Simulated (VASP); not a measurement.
Au3C, 4 atoms in the cell. The cell holds a slab with vacuum, 4 atoms: a = 2.940 Å, b = 2.940 Å, c = 21.897 Å, α = 90.00°, β = 90.00°, γ = 120.00°. 

| Item | Value |
| --- | --- |
| Program | VASP 6.6.1 |
| Task | single point |
| Functional | PBE |
| Potentials or basis | VASP PAW PBE potentials, release 64 (Au, C) |
| Cutoff | 520 eV |
| k mesh | 9 × 9 × 1 |
| Occupations | gaussian, width 0.1 eV |
| Spin | no spin polarisation |
| Dipole correction | yes |
| Further INCAR settings | ALGO = Normal; EDIFF = 1e-06; NBANDS = 26 |

Potentials or basis: VASP PAW PBE potentials, release 64 (Au, C).

The run is started by

```sh
$ cat potpaw_PBE.64/Au/POTCAR potpaw_PBE.64/C/POTCAR > POTCAR
$ mpirun -np 1 vasp_std > vasp.out
```

Hardware: 1 thread of Intel(R) Xeon(R) Platinum 8259CL CPU @ 2.50GHz (Skylake/Cascade Lake), on a shared host.

**Question.** How long does it take, and how much memory?

**Answer.** Run time: 2.8 min on 1 thread of Intel(R) Xeon(R) Platinum 8259CL CPU @ 2.50GHz (Skylake/Cascade Lake) (shared host), peak memory 0.34 GiB. Counts: scf iterations 24, k points 25.
